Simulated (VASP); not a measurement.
# LiH (zincblende type) (F-43m) in VASP: notebook, part 2 of 2

VASP 6.6.1.

### Step 4. Single point, PBE (9.67 Å³/atom)

This run uses another cell than the first one, of 9.67 Å³/atom.

The input, INCAR:

```
  PREC = Accurate
  ENCUT = 520
  EDIFF = 1E-6
  ISMEAR = -1
  SIGMA = 0.05
  LREAL = False
  LASPH = True
  NELM = 100
  ALGO = Normal
  ISIF = 2
  LWAVE = False
  LCHARG = False
  GGA = PE
  NBANDS = 9
```

The input, KPOINTS:

```
regular mesh
0
Gamma
  13 13 13
```

The input, POSCAR:

```
LiH
1.0
    0.0000000000      2.1304567805      2.1304567805
    2.1304567805      0.0000000000      2.1304567805
    2.1304567805      2.1304567805      0.0000000000
Li H
1 1
Direct
    0.0000000000      0.0000000000      0.0000000000
    0.2500000000      0.2500000000      0.2500000000
```

Potentials or basis: VASP PAW PBE potentials, release 64 (Li_sv, H).

Launch:

```
$ cat potpaw_PBE.64/Li_sv/POTCAR potpaw_PBE.64/H/POTCAR > POTCAR
$ mpirun -np 1 vasp_std > vasp.out
```

OUTCAR:

```text
PREC = Accurate
   ENCUT = 520
   EDIFF = 1E-6
   ISMEAR = -1
   LREAL = False
   LASPH = True
   NELM = 100
   ISIF = 2
   GGA = PE

 ion  position               nearest neighbor table
   1  0.000  0.000  0.000-
   2  0.250  0.250  0.250-

  LATTYP: Found a face centered cubic cell.
 ALAT       =     4.2609135610

  Lattice vectors:

 A1 = (   0.0000000000,   2.1304567805,   2.1304567805)
 A2 = (   2.1304567805,   0.0000000000,   2.1304567805)
 A3 = (   2.1304567805,   2.1304567805,   0.0000000000)

Analysis of symmetry for initial positions (statically):
=====================================================================
 Subroutine PRICEL returns:
 Original cell was already a primitive cell.

 Routine SETGRP: Setting up the symmetry group for a
 face centered cubic supercell.

 Subroutine GETGRP returns: Found 24 space group operations
 (whereof 24 operations were pure point group operations)
 out of a pool of 48 trial point group operations.

The static configuration has the point symmetry T_d .

[... 162 lines left out ...]
 cond. band min:       2.7236318844   @ k =  -0.4615   0.0769   0.0000
 fundamental gap:      4.3629766602
 Fermi energy:        -0.4816236424

 k-point     1 :       0.0000    0.0000    0.0000
  band No.  band energies     occupation
      1     -44.9044      2.00000
      2      -5.3386      2.00000
      3      11.6649      0.00000
      4      15.8848      0.00000
      5      15.8848      0.00000
      6      15.8848      0.00000
      7      18.4676      0.00000
      8      18.4676      0.00000
      9      18.4676      0.00000
[... 265 lines left out ...]
 k-point    24 :       0.4615    0.1538    0.0000
  band No.  band energies     occupation
      1     -44.8792      2.00000
      2      -2.7755      2.00000
      3       3.6094      0.00000
      4      11.2516      0.00000
      5      11.7795      0.00000
      6      14.1482      0.00000
      7      19.0378      0.00000
      8      20.8211      0.00000
      9      23.0427      0.00000

 [... further k-points ...]

------------------------ aborting loop because EDIFF is reached ----------------------------------------

  FORCE on cell =-STRESS in cart. coord.  units (eV):
  Direction    XX          YY          ZZ          XY          YZ          ZX
  --------------------------------------------------------------------------------------
  -------------------------------------------------------------------------------------
  Total        0.0444944      0.0444944      0.0444944      0.0000000     -0.0000000      0.0000000
  in kB        3.6861036      3.6861036      3.6861036      0.0000000     -0.0000000      0.0000000
  external PRESSURE =       3.6861036 kB  Pullay stress =       0.0000000 kB

 VOLUME and BASIS-vectors are now :
 -----------------------------------------------------------------------------
  energy-cutoff  :      520.00
  volume of cell :       19.34
      direct lattice vectors                 reciprocal lattice vectors
     0.000000000  2.130456780  2.130456780    -0.234691454  0.234691454  0.234691454
     2.130456780  0.000000000  2.130456780     0.234691454 -0.234691454  0.234691454
     2.130456780  2.130456780  0.000000000     0.234691454  0.234691454 -0.234691454

 POSITION                                       TOTAL-FORCE (eV/Angst)
 -----------------------------------------------------------------------------------
      0.00000      0.00000      0.00000        -0.000000      0.000000     -0.000000
      1.06523      1.06523      1.06523         0.000000     -0.000000      0.000000
 -----------------------------------------------------------------------------------
    total drift:                               -0.000000     -0.000000     -0.000000

  FREE ENERGIE OF THE ION-ELECTRON SYSTEM (eV)
  ---------------------------------------------------
  free  energy   TOTEN  =        -6.0299610631 eV

  energy  without entropy=       -6.0299610631  energy(sigma->0) =       -6.02996106
```

OSZICAR:

```text
N       E                     dE             d eps       ncg     rms          rms(c)
DAV:   1    -0.105355476054E+01   -0.10536E+01   -0.14479E+03  1520   0.398E+02
DAV:   2    -0.630085945826E+01   -0.52473E+01   -0.52177E+01  2171   0.572E+01
DAV:   3    -0.637324006338E+01   -0.72381E-01   -0.72359E-01  1757   0.602E+00
DAV:   4    -0.637383416688E+01   -0.59410E-03   -0.59407E-03  2156   0.468E-01
DAV:   5    -0.637383832387E+01   -0.41570E-05   -0.41570E-05  1732   0.261E-02    0.332E+00
DAV:   6    -0.610167784044E+01    0.27216E+00   -0.25830E-01  1593   0.143E+00    0.162E+00
DAV:   7    -0.602473710875E+01    0.76941E-01   -0.29311E-01  1717   0.173E+00    0.289E-01
DAV:   8    -0.603000201531E+01   -0.52649E-02   -0.11312E-02  1745   0.537E-01    0.525E-02
DAV:   9    -0.602996137920E+01    0.40636E-04   -0.23462E-04  1957   0.702E-02    0.860E-03
DAV:  10    -0.602996154214E+01   -0.16294E-06   -0.11156E-05  1849   0.228E-02    0.492E-03
DAV:  11    -0.602996106306E+01    0.47908E-06   -0.14796E-06  2017   0.357E-03
   1 F= -.60299611E+01 E0= -.60299611E+01  d E =-.551781E-11
```

Wall time 13 s (1 thread of Intel Xeon 8259CL, shared host); peak memory 0.14 GiB.

What came out:

- Free energy: -6.0300 eV
- Band gap on the k mesh: 4.36 eV (least direct gap 5.34 eV)

Caveat: the cutoff is under 1.25 times the usual one of these potentials, so pressure, stress and relaxed cells hold a basis-set (Pulay) error; an odd mesh through Γ misses points on the zone boundary, where band edges can lie.

### Step 5. Single point, PBE (10.06 Å³/atom)

This run uses another cell than the first one, of 10.06 Å³/atom.

The input, INCAR:

```
SYSTEM = LiH
  PREC = Accurate
  ENCUT = 520
  EDIFF = 1E-6
  ISMEAR = -1
  SIGMA = 0.05
  LREAL = .FALSE.
  LASPH = .TRUE.
  NELM = 80
  ALGO = Normal
  ISIF = 2
  LWAVE = .FALSE.
  LCHARG = .FALSE.
  GGA = PE
  NBANDS = 9
```

The input, KPOINTS:

```
Automatic mesh
0
G
  13 13 13
  0 0 0
```

The input, POSCAR:

```
LiH
1.0
    0.0000000000      2.1590569286      2.1590569286
    2.1590569286      0.0000000000      2.1590569286
    2.1590569286      2.1590569286      0.0000000000
Li H
1 1
Direct
    0.0000000000      0.0000000000      0.0000000000
    0.2500000000      0.2500000000      0.2500000000
```

Launch:

```
$ cat potpaw_PBE.64/Li_sv/POTCAR potpaw_PBE.64/H/POTCAR > POTCAR
$ mpirun -np 1 vasp_std > vasp.out
```

Run time: 15 s. Hardware: 1 thread of Intel Xeon 8259CL, shared host; peak memory 0.14 GiB.

The run converged. Its results:

```yaml
Free_energy: -6.0300 eV
Band_gap_on_the_k_mesh: 4.30 eV (least direct gap 5.24 eV)
```

Levels at points of the mesh, in eV from the valence-band top:
| k point | band 1 | band 2 | band 3 | band 4 | band 5 | band 6 |
| --- | --- | --- | --- | --- | --- | --- |
| (0.00, 0.00, 0.00) | -43.35 | -3.60 | 12.93 | 17.11 | 17.11 | 17.11 |

Caveat: the cutoff is under 1.25 times the usual one of these potentials, so pressure, stress and relaxed cells hold a basis-set (Pulay) error; an odd mesh through Γ misses points on the zone boundary, where band edges can lie.

### Step 6. Single point, PBE (10.26 Å³/atom)

This run uses another cell than the first one, of 10.26 Å³/atom.

The input, INCAR:

```
PREC = Accurate ; ENCUT = 520
EDIFF = 1E-6 ; ISMEAR = -1
SIGMA = 0.05 ; LREAL = False
LASPH = True ; NELM = 60
ALGO = Normal ; ISIF = 2
LWAVE = False ; LCHARG = False
GGA = PE ; NBANDS = 9
```

The input, KPOINTS:

```
regular mesh
0
Gamma
  13 13 13
```

The input, POSCAR:

```
LiH
1.0
    0.0000000000      2.1730771716      2.1730771716
    2.1730771716      0.0000000000      2.1730771716
    2.1730771716      2.1730771716      0.0000000000
Li H
1 1
Direct
    0.0000000000      0.0000000000      0.0000000000
    0.2500000000      0.2500000000      0.2500000000
```

Potentials or basis: VASP PAW PBE potentials, release 64 (Li_sv, H).

Launch:

```
$ cat potpaw_PBE.64/Li_sv/POTCAR potpaw_PBE.64/H/POTCAR > POTCAR
$ mpirun -np 1 vasp_std > vasp.out
```

It took 16 s on 1 thread of Intel Xeon 8259CL, shared host; peak memory 0.14 GiB.

The run converged. Its results:

- Free energy: -6.0281 eV
- Band gap on the k mesh: 4.27 eV (least direct gap 5.20 eV)

Levels at points of the mesh, in eV from the valence-band top:
```
           k point  band 1  band 2  band 3  band 4  band 5
(0.00, 0.00, 0.00)  -43.40   -3.56   12.76   16.92   16.92
```

Caveat: the cutoff is under 1.25 times the usual one of these potentials, so pressure, stress and relaxed cells hold a basis-set (Pulay) error; an odd mesh through Γ misses points on the zone boundary, where band edges can lie.

### Step 7. Overview

| cell | gap on the mesh (eV) |
| --- | --- |
| a = 2.992 Å, angles 60.0°, 2 atoms | 4.39 |
| a = 3.033 Å, angles 60.0°, 2 atoms | 4.33 |
| a = 3.013 Å, angles 60.0°, 2 atoms | 4.36 |
| a = 3.053 Å, angles 60.0°, 2 atoms | 4.30 |
| a = 3.073 Å, angles 60.0°, 2 atoms | 4.27 |

Alike in all rows: task single point; level PBE; potentials or basis VASP PAW PBE potentials, release 64 (Li_sv, H); no spin polarisation; k mesh 13 × 13 × 13; cutoff (eV) 520; smearing fermi-dirac 0.05 eV.

Caveats: the cutoff is under 1.25 times the usual one of these potentials, so pressure, stress and relaxed cells hold a basis-set (Pulay) error; an odd mesh through Γ misses points on the zone boundary, where band edges can lie.

Total energies depend on the potentials used, so only differences within one code and one set of settings carry meaning.
